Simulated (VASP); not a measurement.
A run of VASP 6.6.1 is set up as follows.

Contents of INCAR:

```
PREC = Accurate ; ENCUT = 700
EDIFF = 1E-6 ; ISMEAR = -1
SIGMA = 0.05 ; LREAL = F
LASPH = T ; NELM = 200
ALGO = Normal ; ISIF = 2
LWAVE = F ; LCHARG = T
ISPIN = 2 ; MAGMOM = 4 0
LORBIT = 11 ; LMAXMIX = 4
GGA = CA ; LELF = T
LVHAR = T ; NBANDS = 22
GGA_COMPAT = F
```

File KPOINTS:

```
regular mesh
0
Gamma
  10 10 10
```

The input POSCAR:

```
MnO
1.0
    0.0000000000      2.2089816980      2.2089816980
    2.2089816980      0.0000000000      2.2089816980
    2.2089816980      2.2089816980      0.0000000000
Mn O
1 1
Direct
    0.0000000000      0.0000000000      0.0000000000
    0.5000000000      0.5000000000      0.5000000000
```

Potentials or basis: VASP PAW LDA potentials, release 64 (Mn_sv, O).

The run is started by

```console
$ cat potpaw_LDA.64/Mn_sv/POTCAR potpaw_LDA.64/O/POTCAR > POTCAR
$ mpirun -np 1 vasp_std > vasp.out
```

Estimate the net moment.

4.44 μB per cell.

What does it give for the pressure?

-17.5 GPa.

What does it give for the site moments?

Mn +3.88; O +0.17 μB.

Caveat: the cell stands under tension; a cell with one magnetic atom can't hold antiferromagnetic order, which such compounds often take.
